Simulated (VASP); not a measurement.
# P in VASP: notebook

Runs on P. Level: PBE+D3(BJ). Tasks: single point.

Everything below comes from runs of VASP 6.6.1. Logs are shortened: lines on timing, memory, paths and dates and some standing lists are left out, and cuts for length are marked.

## (1) The cell of the first run

The cell holds a sheet with vacuum, 16 atoms: a = 3.313 Å, b = 4.237 Å, c = 31.857 Å, α = 90.00°, β = 90.00°, γ = 90.00°.

## (2) Single point, PBE+D3(BJ)

File INCAR:

```
SYSTEM = P
PREC = Accurate
ENCUT = 520
EDIFF = 1E-7
ISMEAR = 0
SIGMA = 0.01
LREAL = Auto
LASPH = .TRUE.
NELM = 100
ALGO = Normal
ISIF = 2
LWAVE = .FALSE.
LCHARG = .TRUE.
GGA = PE
IVDW = 12
LELF = .TRUE.
LVHAR = .TRUE.
NBANDS = 54
```

File KPOINTS:

```
Automatic mesh
0
G
  14 10 1
  0 0 0
```

File POSCAR:

```
P
1.0
    3.3134905382      0.0000000000      0.0000000000
    0.0000000000      4.2373829479      0.0000000000
    0.0000000000      0.0000000000     31.8567681600
P
16
Direct
    0.5000000000      0.5754554102      0.2259076827
    0.0000000000      0.9245445898      0.2259076827
    0.0000000000      0.0745352657      0.2935957085
    0.5000000000      0.4254647343      0.2935957085
    0.0000000000      0.5747679244      0.3859091256
    0.5000000000      0.9252320756      0.3859091256
    0.5000000000      0.0746503764      0.4537886118
    0.0000000000      0.4253496236      0.4537886118
    0.5000000000      0.5746503764      0.5462113882
    0.0000000000      0.9253496236      0.5462113882
    0.0000000000      0.0747679244      0.6140908744
    0.5000000000      0.4252320756      0.6140908744
    0.0000000000      0.5745352657      0.7064042915
    0.5000000000      0.9254647343      0.7064042915
    0.5000000000      0.0754554102      0.7740923173
    0.0000000000      0.4245445898      0.7740923173
```

Potentials or basis: VASP PAW PBE potentials, release 64 (P).

Command:

```console
> cat potpaw_PBE.64/P/POTCAR > POTCAR
> mpirun -np 1 vasp_std > vasp.out
```

OUTCAR:

```text
SYSTEM = P
   PREC = Accurate
   ENCUT = 520
   EDIFF = 1E-7
   ISMEAR = 0
   LREAL = Auto
   LASPH = .TRUE.
   NELM = 100
   ISIF = 2
   GGA = PE
   IVDW = 12
 IVDW          = 12

 ion  position               nearest neighbor table
   1  0.500  0.575  0.226-   2 2.22   2 2.22   4 2.25
   2  0.000  0.925  0.226-   1 2.22   1 2.22   3 2.25
   3  0.000  0.075  0.294-   4 2.23   4 2.23   2 2.25
   4  0.500  0.425  0.294-   3 2.23   3 2.23   1 2.25
   5  0.000  0.575  0.386-   6 2.22   6 2.22   8 2.25
   6  0.500  0.925  0.386-   5 2.22   5 2.22   7 2.25
[... 8 lines left out ...]
  15  0.500  0.075  0.774-  16 2.22  16 2.22  14 2.25
  16  0.000  0.425  0.774-  15 2.22  15 2.22  13 2.25

  LATTYP: Found a simple orthorhombic cell.
 ALAT       =     3.3134905382
 B/A-ratio  =     1.2788275382
 C/A-ratio  =     9.6142626009

  Lattice vectors:

 A1 = (   3.3134905382,   0.0000000000,   0.0000000000)
 A2 = (   0.0000000000,   4.2373829479,   0.0000000000)
 A3 = (   0.0000000000,   0.0000000000,  31.8567681600)

Analysis of symmetry for initial positions (statically):
=====================================================================
 Subroutine PRICEL returns:
 Original cell was already a primitive cell.

 Routine SETGRP: Setting up the symmetry group for a
 simple orthorhombic supercell.

 Subroutine GETGRP returns: Found  8 space group operations
 (whereof  2 operations were pure point group operations)
 out of a pool of  8 trial point group operations.

The static configuration has the point symmetry C_1h.
 The point group associated with its full space group is D_2h.

Analysis of symmetry for dynamics (positions and initial velocities):
=====================================================================
 Subroutine PRICEL returns:
 Original cell was already a primitive cell.

 Routine SETGRP: Setting up the symmetry group for a
 simple orthorhombic supercell.

 Subroutine GETGRP returns: Found  8 space group operations
 (whereof  2 operations were pure point group operations)
 out of a pool of  8 trial point group operations.

The dynamic configuration has the point symmetry C_1h.
 The point group associated with its full space group is D_2h.

 Subroutine INISYM returns: Found  8 space group operations
 (whereof  2 operations are pure point group operations),
 and found     1 'primitive' translations

[... 128 lines left out ...]
   ISIF   =      2    stress and relaxation
   ISYM   =      2    0-nonsym 1-usesym 2-fastsym
   POTIM  = 0.5000    time-step for ionic-motion
   TEBEG  =    0.0;   TEEND  =   0.0 temperature during run
   PSTRESS=    0.0 pullay stress
   NELECT =      80.0000    total number of electrons
   NUPDOWN=      -1.0000    fix difference up-down
   EMIN   =  10.00;   EMAX   =-10.00  energy-range for DOS
   EFERMI =   0.00;   METHOD = LEGACY
   ISMEAR =     0;   SIGMA  =   0.01  broadening in eV -4-tet -1-fermi 0-gaus
   EFERMI_NEDOS =   21; number of points for ismear=-14 and -15
   IALGO  =     38    algorithm
   IMIX   =      4    mixing-type and parameters
     AMIX     =   0.40;   BMIX     =  1.00
     AMIX_MAG =   1.60;   BMIX_MAG =  1.00
  volume/ion in A,a.u.               =      27.96       188.65
  Fermi-wavevector in a.u.,A,eV,Ry     =   0.922380  1.743045 11.575625  0.850784
  Thomas-Fermi vector in A             =   2.047900
   LORBIT       =      0    0 simple, 1 ext, 2 COOP (PROOUT), +10 PAW based schemes
   GGA     = PE    functional components
   LHFCALC =     F    Hartree Fock is set to
   AEXX    =    0.0000 exact exchange contribution
   IVDW    =    12    specifies the selected vdW correction
   LEPSILON=     F    determine dielectric tensor
   LRPA    =     F    only Hartree local field effects (RPA)
 non-spin polarized calculation
 Gauss-broadening in eV      SIGMA  =   0.01
  energy-cutoff  :      520.00
  volume of cell :      447.29
 maximum number of plane-waves:     12112
 NGX is ok and might be reduce to    28
   NGX = 13   NGY = 15   NGZ =119

 number of electron      79.9999995 magnetization

 Free energy of the ion-electron system (eV)
  ---------------------------------------------------
  ext. energy  EPLUGINS =         0.00000000
  ---------------------------------------------------
  free energy    TOTEN  =       -85.61080736 eV

  energy without entropy =      -85.61080736  energy(sigma->0) =      -85.61080736

 E-fermi :   3.0402     XC(G=0):  -6.8905

 val. band max:        2.9920620960   @ k =   0.0714   0.0000   0.0000
 cond. band min:       3.1119352255   @ k =   0.3571   0.0000   0.0000
 fundamental gap:      0.1198731295
 Fermi energy:         3.0402295629

 k-point     1 :       0.0000    0.0000    0.0000
  band No.  band energies     occupation
      1     -12.9092      2.00000
      2     -12.7949      2.00000
      3     -12.6670      2.00000
      4     -12.6110      2.00000
      5     -10.4192      2.00000
      6     -10.1570      2.00000
[... 1309 lines left out ...]
     51       5.5841      0.00000
     52       5.5842      0.00000

 [... further k-points ...]

 [bands above 52 left out]

------------------------ aborting loop because EDIFF is reached ----------------------------------------

 Edisp (eV)   -5.70259

 E8    (eV) :    -2.1953

  FORCE on cell =-STRESS in cart. coord.  units (eV):
  Direction    XX          YY          ZZ          XY          YZ          ZX
  --------------------------------------------------------------------------------------
  -------------------------------------------------------------------------------------
  Total      -0.62267    -0.59352    -0.72695     0.00000     0.00000     0.00000
  in kB      -2.23039    -2.12599    -2.60395     0.00000     0.00000     0.00000
  external pressure =       -2.32 kB  Pullay stress =        0.00 kB

 VOLUME and BASIS-vectors are now :
 -----------------------------------------------------------------------------
  energy-cutoff  :      520.00
  volume of cell :      447.29
      direct lattice vectors                 reciprocal lattice vectors
     3.313490538  0.000000000  0.000000000     0.301796546  0.000000000  0.000000000
     0.000000000  4.237382948  0.000000000     0.000000000  0.235994719  0.000000000
     0.000000000  0.000000000 31.856768160     0.000000000  0.000000000  0.031390504

 POSITION                                       TOTAL-FORCE (eV/Angst)
 -----------------------------------------------------------------------------------
      1.65675      2.43842      7.19669         0.000000      0.038004      0.041162
      0.00000      3.91765      7.19669         0.000000     -0.038004      0.041162
      0.00000      0.31583      9.35301         0.000000      0.043105     -0.044162
      1.65675      1.80286      9.35301         0.000000     -0.043105     -0.044162
      0.00000      2.43551     12.29382        -0.000000      0.041094      0.041993
      1.65675      3.92056     12.29382         0.000000     -0.041094      0.041993
[... 8 lines left out ...]
      1.65675      0.31973     24.66008         0.000000      0.038004     -0.041162
      0.00000      1.79896     24.66008         0.000000     -0.038004     -0.041162
 -----------------------------------------------------------------------------------
    total drift:                               -0.000000      0.000000      0.000000

  FREE ENERGIE OF THE ION-ELECTRON SYSTEM (eV)
  ---------------------------------------------------
  free  energy   TOTEN  =       -91.3133944710 eV

  energy  without entropy=      -91.3133944710  energy(sigma->0) =      -91.31339447
```

Run time: 19 min. Hardware: 1 thread of Intel Xeon 6975P-C (Granite Rapids), shared host; peak memory 0.89 GiB.

What came out:

```yaml
Free_energy: -91.3134 eV
Largest_force: 0.062 eV/Å
Band_gap_on_the_k_mesh: 0.12 eV (least direct gap 0.25 eV)
Dispersion_energy_per_atom: -0.356 eV
```

Forces on the atoms (eV/Å):
```
P    0.000  0.038  0.041
P    0.000 -0.038  0.041
P    0.000  0.043 -0.044
P    0.000 -0.043 -0.044
P    0.000  0.041  0.042
P    0.000 -0.041  0.042
P    0.000  0.042 -0.040
P    0.000 -0.042 -0.040
P    0.000  0.042  0.040
P    0.000 -0.042  0.040
P    0.000  0.041 -0.042
P    0.000 -0.041 -0.042
P    0.000  0.043  0.044
P    0.000 -0.043  0.044
P    0.000  0.038 -0.041
P    0.000 -0.038 -0.041
```

## (3) Single point, PBE+D3(BJ)

This run uses another cell than the first one.

File INCAR:

```
  PREC = Accurate
  ENCUT = 520
  EDIFF = 1E-6
  ISMEAR = 0
  SIGMA = 0.01
  LREAL = Auto
  LASPH = T
  NELM = 100
  ALGO = Normal
  ISIF = 2
  LWAVE = F
  LCHARG = F
  GGA = PE
  IVDW = 12
  NBANDS = 54
```

File KPOINTS:

```
regular mesh
0
Gamma
  14 10 1
```

File POSCAR:

```
P
1.0
    3.3164000000      0.0000000000      0.0000000000
    0.0000000000      4.3793000000      0.0000000000
    0.0000000000      0.0000000000     31.8567681600
P
16
Direct
    0.5000000000      0.5806800000      0.2197335262
    0.0000000000      0.9193200000      0.2197335262
    0.0000000000      0.0806800000      0.2866194121
    0.5000000000      0.4193200000      0.2866194121
    0.0000000000      0.5806800000      0.3842825468
    0.5000000000      0.9193200000      0.3842825468
    0.5000000000      0.0806800000      0.4511684326
    0.0000000000      0.4193200000      0.4511684326
    0.5000000000      0.5806800000      0.5488315674
    0.0000000000      0.9193200000      0.5488315674
    0.0000000000      0.0806800000      0.6157174532
    0.5000000000      0.4193200000      0.6157174532
    0.0000000000      0.5806800000      0.7133805879
    0.5000000000      0.9193200000      0.7133805879
    0.5000000000      0.0806800000      0.7802664738
    0.0000000000      0.4193200000      0.7802664738
```

Potentials or basis: VASP PAW PBE potentials, release 64 (P).

Command:

```console
> cat potpaw_PBE.64/P/POTCAR > POTCAR
> mpirun -np 1 vasp_std > vasp.out
```

OUTCAR:

```text
PREC = Accurate
   ENCUT = 520
   EDIFF = 1E-6
   ISMEAR = 0
   LREAL = Auto
   LASPH = T
   NELM = 100
   ISIF = 2
   GGA = PE
   IVDW = 12
 IVDW          = 12

 ion  position               nearest neighbor table
   1  0.500  0.581  0.220-   2 2.22   2 2.22   4 2.24
   2  0.000  0.919  0.220-   1 2.22   1 2.22   3 2.24
   3  0.000  0.081  0.287-   4 2.22   4 2.22   2 2.24
   4  0.500  0.419  0.287-   3 2.22   3 2.22   1 2.24
   5  0.000  0.581  0.384-   6 2.22   6 2.22   8 2.24
   6  0.500  0.919  0.384-   5 2.22   5 2.22   7 2.24
[... 8 lines left out ...]
  15  0.500  0.081  0.780-  16 2.22  16 2.22  14 2.24
  16  0.000  0.419  0.780-  15 2.22  15 2.22  13 2.24

  LATTYP: Found a simple orthorhombic cell.
 ALAT       =     3.3164000000
 B/A-ratio  =     1.3204981305
 C/A-ratio  =     9.6058280545

  Lattice vectors:

 A1 = (   3.3164000000,   0.0000000000,   0.0000000000)
 A2 = (   0.0000000000,   4.3793000000,   0.0000000000)
 A3 = (   0.0000000000,   0.0000000000,  31.8567681600)
[... 209 lines left out ...]
 cond. band min:       2.9241963278   @ k =   0.0000   0.0000   0.0000
 fundamental gap:      0.0223780649
 Fermi energy:         2.9130072952

 k-point     1 :       0.0000    0.0000    0.0000
  band No.  band energies     occupation
      1     -13.0042      2.00000
      2     -12.9203      2.00000
      3     -12.8290      2.00000
      4     -12.7959      2.00000
      5     -10.4931      2.00000
      6     -10.3148      2.00000
[... 1309 lines left out ...]
     51       5.3217      0.00000
     52       5.3221      0.00000

 [... further k-points ...]

 [bands above 52 left out]

------------------------ aborting loop because EDIFF is reached ----------------------------------------

 Edisp (eV)   -5.38071

 E8    (eV) :    -2.0717

  FORCE on cell =-STRESS in cart. coord.  units (eV):
  Direction    XX          YY          ZZ          XY          YZ          ZX
  --------------------------------------------------------------------------------------
  -------------------------------------------------------------------------------------
  Total      -3.23369    -2.29960    -1.23813    -0.00000     0.00000     0.00000
  in kB     -11.19787    -7.96323    -4.28748    -0.00000     0.00000     0.00000
  external pressure =       -7.82 kB  Pullay stress =        0.00 kB

 VOLUME and BASIS-vectors are now :
 -----------------------------------------------------------------------------
  energy-cutoff  :      520.00
  volume of cell :      462.67
      direct lattice vectors                 reciprocal lattice vectors
     3.316400000  0.000000000  0.000000000     0.301531781  0.000000000  0.000000000
     0.000000000  4.379300000  0.000000000     0.000000000  0.228346996  0.000000000
     0.000000000  0.000000000 31.856768160     0.000000000  0.000000000  0.031390504

 POSITION                                       TOTAL-FORCE (eV/Angst)
 -----------------------------------------------------------------------------------
      1.65820      2.54297      7.00000         0.000000      0.041075      0.009332
      0.00000      4.02598      7.00000         0.000000     -0.041075      0.009332
      0.00000      0.35332      9.13077         0.000000     -0.027501      0.052017
      1.65820      1.83633      9.13077        -0.000000      0.027501      0.052017
      0.00000      2.54297     12.24200        -0.000000     -0.010666     -0.073624
      1.65820      4.02598     12.24200        -0.000000      0.010666     -0.073624
[... 8 lines left out ...]
      1.65820      0.35332     24.85677         0.000000      0.041075     -0.009332
      0.00000      1.83633     24.85677         0.000000     -0.041075     -0.009332
 -----------------------------------------------------------------------------------
    total drift:                               -0.000000      0.000000      0.000000

  FREE ENERGIE OF THE ION-ELECTRON SYSTEM (eV)
  ---------------------------------------------------
  free  energy   TOTEN  =       -91.2404886783 eV

  energy  without entropy=      -91.2404656313  energy(sigma->0) =      -91.24047715
```

stdout:

```text
POSCAR found type information on POSCAR P
 POSCAR found :  1 types and      16 ions
 scaLAPACK will be used
 LDA part: xc-table for (Slater+PW92), standard interpolation
 POSCAR, INCAR and KPOINTS ok, starting setup
 FFT: planning ... GRIDC
 FFT: planning ... GRID_SOFT
 FFT: planning ... GRID
 WAVECAR not read
 entering main loop
```

Wall time 21 min (1 thread of Intel Xeon 6975P-C (Granite Rapids), shared host); peak memory 0.95 GiB.

What came out:

```yaml
Free_energy: -91.2405 eV
Largest_force: 0.075 eV/Å
Band_gap_on_the_k_mesh: 0.02 eV
Dispersion_energy_per_atom: -0.336 eV
```

Forces in eV/Å, atoms in the order of the input:
```
P    0.000  0.041  0.009
P    0.000 -0.041  0.009
P    0.000 -0.028  0.052
P    0.000  0.028  0.052
P    0.000 -0.011 -0.074
P    0.000  0.011 -0.074
P    0.000 -0.017  0.073
P    0.000  0.017  0.073
P    0.000 -0.017 -0.073
P    0.000  0.017 -0.073
P    0.000 -0.011  0.074
P    0.000  0.011  0.074
P    0.000 -0.028 -0.052
P    0.000  0.028 -0.052
P    0.000  0.041 -0.009
P    0.000 -0.041 -0.009
```

Levels at points of the mesh, in eV from the valence-band top:
```tsv
k point	band 37	band 38	band 39	band 40	band 41	band 42	band 43	band 44
(0.00, 0.00, 0.00)	-1.30	-0.86	-0.36	0.00	0.02	0.41	0.64	0.75
(0.50, 0.00, 0.00)	-2.58	-2.58	-2.41	-2.41	0.61	0.61	0.64	0.64
(0.00, 0.50, 0.00)	-1.44	-1.44	-1.41	-1.41	1.34	1.34	1.35	1.35
(0.50, 0.50, 0.00)	-2.01	-2.01	-2.01	-2.01	1.72	1.72	1.72	1.72
```
